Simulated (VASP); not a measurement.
# P (Cmce) in VASP: electric field gradients with PBE

Aim: the electric field gradients of P with PBE.

Everything below comes from runs of VASP 6.6.1. Logs are shortened: lines on timing, memory, paths and dates and some standing lists are left out, and cuts for length are marked.

## 1. The cell of the first run

Symmetry: Cmce, No. 64, orthorhombic system. Conventional cell: a = 3.310 Å, b = 10.500 Å, c = 4.380 Å, α = 90.00°, β = 90.00°, γ = 90.00°. P (site symmetry m) has 3 P at 2.17 to 2.20 Å within 2.9 Å.

## 2. Electric field gradients, PBE

The input, INCAR:

```
SYSTEM = P
PREC = Accurate
ENCUT = 520
EDIFF = 1E-8
ISMEAR = -1
SIGMA = 0.03
LREAL = .FALSE.
LASPH = .TRUE.
NELM = 60
ALGO = Normal
ISIF = 2
LWAVE = .FALSE.
LCHARG = .FALSE.
GGA = PE
LEFG = .TRUE.
NBANDS = 18
```

The input, KPOINTS:

```
Automatic mesh
0
G
  10 10 8
  0 0 0
```

The input, POSCAR:

```
P
1.0
    1.6550000000     -5.2500000000      0.0000000000
    1.6550000000      5.2500000000      0.0000000000
    0.0000000000      0.0000000000      4.3800000000
P
4
Direct
    0.0980000000      0.9020000000      0.9100000000
    0.5980000000      0.4020000000      0.5900000000
    0.9020000000      0.0980000000      0.0900000000
    0.4020000000      0.5980000000      0.4100000000
```

Potentials or basis: VASP PAW PBE potentials, release 64 (P).

Launch:

```bash
cat potpaw_PBE.64/P/POTCAR > POTCAR
mpirun -np 1 vasp_std > vasp.out
```

OUTCAR:

```text
SYSTEM = P
   PREC = Accurate
   ENCUT = 520
   EDIFF = 1E-8
   ISMEAR = -1
   LREAL = .FALSE.
   LASPH = .TRUE.
   NELM = 60
   ISIF = 2
   GGA = PE

 ion  position               nearest neighbor table
   1  0.098  0.902  0.910-   2 2.17   2 2.17   3 2.20
   2  0.598  0.402  0.590-   1 2.17   1 2.17   4 2.20
   3  0.902  0.098  0.090-   4 2.17   4 2.17   1 2.20
   4  0.402  0.598  0.410-   3 2.17   3 2.17   2 2.20

  LATTYP: Found a base centered orthorhombic cell.
 ALAT       =     3.3100000000
 B/A-ratio  =     3.1722054381
 C/A-ratio  =     1.3232628399

  Lattice vectors:

 A1 = (   1.6550000000,  -5.2500000000,   0.0000000000)
 A2 = (   1.6550000000,   5.2500000000,   0.0000000000)
 A3 = (   0.0000000000,   0.0000000000,   4.3800000000)

Analysis of symmetry for initial positions (statically):
=====================================================================
 Subroutine PRICEL returns:
 Original cell was already a primitive cell.

 Routine SETGRP: Setting up the symmetry group for a
 base centered orthorhombic supercell.

 Subroutine GETGRP returns: Found  8 space group operations
 (whereof  4 operations were pure point group operations)
 out of a pool of  8 trial point group operations.

The static configuration has the point symmetry C_2h.
 The point group associated with its full space group is D_2h.

Analysis of symmetry for dynamics (positions and initial velocities):
=====================================================================
 Subroutine PRICEL returns:
 Original cell was already a primitive cell.

 Routine SETGRP: Setting up the symmetry group for a
 base centered orthorhombic supercell.

 Subroutine GETGRP returns: Found  8 space group operations
 (whereof  4 operations were pure point group operations)
 out of a pool of  8 trial point group operations.

The dynamic configuration has the point symmetry C_2h.
 The point group associated with its full space group is D_2h.

 Subroutine INISYM returns: Found  8 space group operations
 (whereof  4 operations are pure point group operations),
 and found     1 'primitive' translations

----------------------------------------------------------------------------------------

                                     Primitive cell

  volume of cell :      76.1135

  direct lattice vectors                    reciprocal lattice vectors
     1.655000000 -5.250000000  0.000000000     0.302114804 -0.095238095  0.000000000
     1.655000000  5.250000000  0.000000000     0.302114804  0.095238095  0.000000000
     0.000000000  0.000000000  4.380000000     0.000000000  0.000000000  0.228310502

  length of vectors
     5.504682098  5.504682098  4.380000000     0.316770657  0.316770657  0.228310502

  position of ions in fractional coordinates (direct lattice)
     0.098000000  0.902000000  0.910000000
     0.598000000  0.402000000  0.590000000
     0.902000000  0.098000000  0.090000000
     0.402000000  0.598000000  0.410000000

  ion indices of the primitive-cell ions
   primitive index   ion index
                 1           1
                 2           2
                 3           3
                 4           4

----------------------------------------------------------------------------------------

 KPOINTS: Automatic mesh

Automatic generation of k-mesh.
 Grid dimensions read from file:
 generate k-points for:   10   10    8

 Generating k-lattice:

  Cartesian coordinates                     Fractional coordinates (reciprocal lattice)
     0.030211480 -0.009523810  0.000000000     0.100000000  0.000000000  0.000000000
     0.030211480  0.009523810  0.000000000     0.000000000  0.100000000  0.000000000
     0.000000000  0.000000000  0.028538813     0.000000000  0.000000000  0.125000000

  Length of vectors
     0.031677066  0.031677066  0.028538813

  Shift w.r.t. Gamma in fractional coordinates (k-lattice)
     0.000000000  0.000000000  0.000000000

 Subroutine IBZKPT returns following result:
 ===========================================

 Found    155 irreducible k-points:

 Following reciprocal coordinates:
            Coordinates               Weight
  0.000000  0.000000  0.000000      1.000000
  0.100000  0.000000  0.000000      4.000000
  0.200000  0.000000  0.000000      4.000000
  0.300000  0.000000  0.000000      4.000000
  0.400000  0.000000  0.000000      4.000000
  0.500000 -0.000000  0.000000      2.000000
[... 16 lines left out ...]
  0.300000  0.300000  0.000000      2.000000
  0.400000  0.300000  0.000000      4.000000
 [... further k-points ...]
   k-points           NKPTS =    155   k-points in BZ     NKDIM =    155   number of bands    NBANDS=     18
   number of dos      NEDOS =    301   number of ions     NIONS =      4
   total plane-waves  NPLWV =  63504
   dimension x,y,z NGX =    42 NGY =   42 NGZ =   36
   dimension x,y,z NGXF=    84 NGYF=   84 NGZF=   72
   ions per type =               4
   NGX,Y,Z   is equivalent  to a cutoff of  12.68, 12.68, 13.66 a.u.
   NGXF,Y,Z  is equivalent  to a cutoff of  25.37, 25.37, 27.33 a.u.
 SYSTEM =  P
   PREC   = accura    normal or accurate (medium, high low for compatibility)
   ISTART =      0    job   : 0-new  1-cont  2-samecut
   ICHARG =      2    charge: 1-file 2-atom 10-const
   ISPIN  =      1    spin polarized calculation?
   LNONCOLLINEAR =      F non collinear calculations
   LSORBIT =      F    spin-orbit coupling
   LASPH  =      T    aspherical Exc in radial PAW
   ENCUT  =  520.0 eV  38.22 Ry    6.18 a.u.  10.24 10.24  8.14*2*pi/ulx,y,z
   NELM   =     60;   NELMIN=  2; NELMDL= -5     # of ELM steps
   EDIFF  = 0.1E-07   stopping-criterion for ELM
   LREAL  =      F    real-space projection
   EDIFFG = 0.1E-06   stopping-criterion for IOM
   NSW    =      0    number of steps for IOM
   IBRION =     -1    ionic relax: 0-MD 1-quasi-New 2-CG
   NFREE  =      0    steps in history (QN), initial steepest desc. (CG)
   ISIF   =      2    stress and relaxation
   ISYM   =      2    0-nonsym 1-usesym 2-fastsym
   POTIM  = 0.5000    time-step for ionic-motion
   TEBEG  =    0.0;   TEEND  =   0.0 temperature during run
   PSTRESS=    0.0 pullay stress
   NELECT =      20.0000    total number of electrons
   NUPDOWN=      -1.0000    fix difference up-down
   EMIN   =  10.00;   EMAX   =-10.00  energy-range for DOS
   EFERMI =   0.00;   METHOD = LEGACY
   ISMEAR =    -1;   SIGMA  =   0.03  broadening in eV -4-tet -1-fermi 0-gaus
   EFERMI_NEDOS =   21; number of points for ismear=-14 and -15
   IALGO  =     38    algorithm
   IMIX   =      4    mixing-type and parameters
     AMIX     =   0.40;   BMIX     =  1.00
     AMIX_MAG =   1.60;   BMIX_MAG =  1.00
  volume/ion in A,a.u.               =      19.03       128.41
  Fermi-wavevector in a.u.,A,eV,Ry     =   1.048571  1.981511 14.959611  1.099500
  Thomas-Fermi vector in A             =   2.183498
   LORBIT       =      0    0 simple, 1 ext, 2 COOP (PROOUT), +10 PAW based schemes
   GGA     = PE    functional components
   LHFCALC =     F    Hartree Fock is set to
   AEXX    =    0.0000 exact exchange contribution
   IVDW    =     0    specifies the selected vdW correction
   LEPSILON=     F    determine dielectric tensor
   LRPA    =     F    only Hartree local field effects (RPA)
 non-spin polarized calculation
  energy-cutoff  :      520.00
  volume of cell :       76.11
 maximum number of plane-waves:      2076
 NGX is ok and might be reduce to    42
   NGX = 21   NGY = 21   NGZ = 17

 number of electron      20.0000000 magnetization

 Free energy of the ion-electron system (eV)
  ---------------------------------------------------
  ext. energy  EPLUGINS =         0.00000000
  ---------------------------------------------------
  free energy    TOTEN  =       -21.35875121 eV

  energy without entropy =      -21.35862298  energy(sigma->0) =      -21.35868710

 E-fermi :   6.7990     XC(G=0):  -9.7762

 val. band max:        6.7238245972   @ k =   0.5000   0.5000   0.0000
 cond. band min:       6.8435371211   @ k =   0.5000   0.5000   0.0000
 fundamental gap:      0.1197125239
 Fermi energy:         6.7990334199

 k-point     1 :       0.0000    0.0000    0.0000
  band No.  band energies     occupation
      1      -9.6088      2.00000
      2      -6.5707      2.00000
      3      -3.1413      2.00000
      4      -0.4770      2.00000
      5       1.6502      2.00000
      6       2.0453      2.00000
[... 10 lines left out ...]
     17      13.7271      0.00000
     18      13.9657      0.00000

 k-point     2 :       0.1000    0.0000    0.0000
  band No.  band energies     occupation
      1      -9.4849      2.00000
      2      -6.4583      2.00000
      3      -3.2211      2.00000
      4      -0.3632      2.00000
      5       1.4476      2.00000
      6       1.6861      2.00000
[... 10 lines left out ...]
     17      12.7186      0.00000
     18      13.8827      0.00000

 k-point     3 :       0.2000    0.0000    0.0000
  band No.  band energies     occupation
      1      -9.1156      2.00000
      2      -6.1205      2.00000
      3      -3.5852      2.00000
      4      -0.0344      2.00000
      5       0.3655      2.00000
      6       0.6404      2.00000
[... 10 lines left out ...]
     17      11.2734      0.00000
     18      13.7670      0.00000

 k-point     4 :       0.3000    0.0000    0.0000
  band No.  band energies     occupation
      1      -8.5088      2.00000
      2      -5.5569      2.00000
      3      -4.4067      2.00000
      4      -1.1208      2.00000
      5       0.3275      2.00000
      6       0.4545      2.00000
[... 375 lines left out ...]
      4      -0.2644      2.00000
      5       1.5261      2.00000
      6       1.8112      2.00000
[... 10 lines left out ...]
     17      13.1910      0.00000
     18      13.6241      0.00000

 k-point    23 :       0.3000    0.3000    0.0000
  band No.  band energies     occupation
      1      -7.5681      2.00000
      2      -5.6027      2.00000
      3      -5.0496      2.00000
      4      -2.2681      2.00000
      5       0.5476      2.00000
      6       1.2324      2.00000
[... 10 lines left out ...]
     17      13.1533      0.00000
     18      13.7123      0.00000

 k-point    24 :       0.4000    0.3000    0.0000
  band No.  band energies     occupation
      1      -8.3716      2.00000
      2      -5.8958      2.00000
      3      -4.4620      2.00000
      4      -0.8527      2.00000
      5       0.3176      2.00000
      6       1.0310      2.00000
[... 10 lines left out ...]
     17      12.4706      0.00000
     18      13.3542      0.00000

 [... further k-points ...]

------------------------ aborting loop because EDIFF is reached ----------------------------------------

  FORCE on cell =-STRESS in cart. coord.  units (eV):
  Direction    XX          YY          ZZ          XY          YZ          ZX
  --------------------------------------------------------------------------------------
  -------------------------------------------------------------------------------------
  Total        2.0324400      2.8561360      3.5302950      0.0000000      0.0000000      0.0000000
  in kB       42.7825743     60.1212585     74.3122084      0.0000000      0.0000000      0.0000000
  external PRESSURE =      59.0720137 kB  Pullay stress =       0.0000000 kB

 VOLUME and BASIS-vectors are now :
 -----------------------------------------------------------------------------
  energy-cutoff  :      520.00
  volume of cell :       76.11
      direct lattice vectors                 reciprocal lattice vectors
     1.655000000 -5.250000000  0.000000000     0.302114804 -0.095238095  0.000000000
     1.655000000  5.250000000  0.000000000     0.302114804  0.095238095  0.000000000
     0.000000000  0.000000000  4.380000000     0.000000000  0.000000000  0.228310502

 POSITION                                       TOTAL-FORCE (eV/Angst)
 -----------------------------------------------------------------------------------
      1.65500      4.22100      3.98580         0.000000     -0.497693      0.818686
      1.65500     -1.02900      2.58420         0.000000     -0.497693     -0.818686
      1.65500     -4.22100      0.39420         0.000000      0.497693     -0.818686
      1.65500      1.02900      1.79580         0.000000      0.497693      0.818686
 -----------------------------------------------------------------------------------
    total drift:                               -0.000000     -0.000000     -0.000000

  FREE ENERGIE OF THE ION-ELECTRON SYSTEM (eV)
  ---------------------------------------------------
  free  energy   TOTEN  =       -21.3587512132 eV

  energy  without entropy=      -21.3586229780  energy(sigma->0) =      -21.35868710

 Electric field gradients (V/A^2)
---------------------------------------------------------------------
 ion       V_xx      V_yy      V_zz      V_xy      V_xz      V_yz
---------------------------------------------------------------------
   1      39.567   -34.467    -5.100     0.000    -0.000    60.706
   2      39.567   -34.467    -5.100    -0.000    -0.000   -60.706
   3      39.567   -34.467    -5.100    -0.000    -0.000    60.706
   4      39.567   -34.467    -5.100     0.000     0.000   -60.706
---------------------------------------------------------------------

 Electric field gradients after diagonalization (V/A^2)
 (convention: |V_zz| > |V_xx| > |V_yy|)
----------------------------------------------------------------------
 ion       V_xx      V_yy      V_zz     asymmetry (V_yy - V_xx)/ V_zz
----------------------------------------------------------------------
   1      42.673    39.567   -82.240       0.038
   2      42.673    39.567   -82.240       0.038
   3      42.673    39.567   -82.240       0.038
   4      42.673    39.567   -82.240       0.038
----------------------------------------------------------------------

           NMR quadrupolar parameters

 Cq : quadrupolar parameter    Cq=e*Q*V_zz/h
 eta: asymmetry parameters     (V_yy - V_xx)/ V_zz
 Q  : nuclear electric quadrupole moment in mb (millibarn)
----------------------------------------------------------------------
 ion       Cq(MHz)       eta       Q (mb)
----------------------------------------------------------------------
   1      -0.199       0.038       1.000
   2      -0.199       0.038       1.000
   3      -0.199       0.038       1.000
   4      -0.199       0.038       1.000
----------------------------------------------------------------------
```

Wall time 8.1 min (1 thread of Intel Xeon 8259CL, shared host); peak memory 0.32 GiB.

Results:

* Free energy: -21.3588 eV
* Pressure: 5.9 GPa
* Largest force: 0.958 eV/Å
* Band gap on the k mesh: 0.12 eV
* Largest electric field gradient by atom: P -82.2 V/Å²

Forces on the atoms (eV/Å):
```
P    0.000 -0.498  0.819
P    0.000 -0.498 -0.819
P    0.000  0.498 -0.819
P    0.000  0.498  0.819
```

Electric field gradients, principal values (V/Å²):
```tsv
atom	least	middle	greatest (by size)
1 P	39.567	42.673	-82.240
2 P	39.567	42.673	-82.240
3 P	39.567	42.673	-82.240
4 P	39.567	42.673	-82.240
```

Caveat: the cell stands under pressure; semilocal functionals underestimate gaps, and a narrow one can read as zero; without QUAD_EFG the Cq values of the log hold for a quadrupole moment of 1 mb, not for the nuclei. A k mesh can miss the band edges.
